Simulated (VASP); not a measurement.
Wanted: the native input for a VASP 6.6.1 run.

```yaml
Task: single point
Functional: PBE
Potentials_or_basis: VASP PAW PBE potentials, release 64 (Pd, Pt, Se)
Cutoff: 520 eV
k_mesh: 3 × 3 × 4
Occupations: gaussian, width 0.1 eV
Spin: collinear spin
Starting_moments: "[1.0, 1.0, 1.0, 0.0, 0.0, 0.0, 0.0, 0.0, 0.0] μB"
Dipole_correction: no
Further_INCAR_settings: ALGO = Normal; EDIFF = 1e-06; NBANDS = 47
```

The structure of PdPt2Se6 lies in POSCAR:

```
PdPt2Se6
1.0
    6.5682890000      0.0000000000      0.0000000000
   -3.2841445000      5.6883051000      0.0000000000
    0.0000000000      0.0000000000      5.1773769000
Pd Pt Se
1 2 6
Direct
    0.0000000000      0.0000000000      0.0000000000
    0.3333333000      0.6666667000      0.0000000000
    0.6666667000      0.3333333000      0.0000000000
    0.3356200000      0.0000000000      0.2492540000
    0.0000000000      0.3356200000      0.2492540000
    0.6643800000      0.6643800000      0.2492540000
    0.6643800000      0.0000000000      0.7507460000
    0.3356200000      0.3356200000      0.7507460000
    0.0000000000      0.6643800000      0.7507460000
```

One way to write it, as run:

INCAR

```
PREC     = Accurate       # precision mode
ENCUT    = 520            # plane-wave cutoff, eV
EDIFF    = 1E-6           # SCF threshold, eV
ISMEAR   = 0              # smearing method
SIGMA    = 0.1            # smearing width, eV
LREAL    = False          # projectors in reciprocal space
LASPH    = True           # aspherical terms in the spheres
NELM     = 150            # most SCF steps
ALGO     = Normal         # electronic algorithm
ISIF     = 2              # what is computed and relaxed
LWAVE    = False          # write WAVECAR
LCHARG   = False          # write CHGCAR
ISPIN    = 2              # spin polarisation
MAGMOM   = 1 1 1 0 0 0 0 0 0 # initial moments
LORBIT   = 11             # projections on sites
LMAXMIX  = 4              # l up to which the mixer works
GGA      = PE             # functional
NBANDS   = 47             # bands
```

KPOINTS

```
regular mesh
0
Gamma
  3 3 4
```

Potentials or basis: VASP PAW PBE potentials, release 64 (Pd, Pt, Se).

Command:

```bash
$ cat potpaw_PBE.64/Pd/POTCAR potpaw_PBE.64/Pt/POTCAR potpaw_PBE.64/Se/POTCAR > POTCAR
$ mpirun -np 1 vasp_std > vasp.out
```

Results of the run:

```json
{
  "Pressure": "0.0 GPa",
  "Largest force": "0.014 eV/Å",
  "Band gap on the k mesh": "zero (filled and empty bands overlap)",
  "Net moment": "0.00 μB per cell",
  "Valence electrons inside the program's atomic spheres": "Pd 9.47; Pt 9.32; Se 3.75"
}
```

Caveat: the k points lie up to 0.37 Å⁻¹ apart; spin-orbit coupling is left out, which moves the levels of the heavy elements.

Wall time 110 s on 1 thread of Intel(R) Xeon(R) 6975P-C (Granite Rapids), with other jobs on the host, peak memory 0.45 GiB.
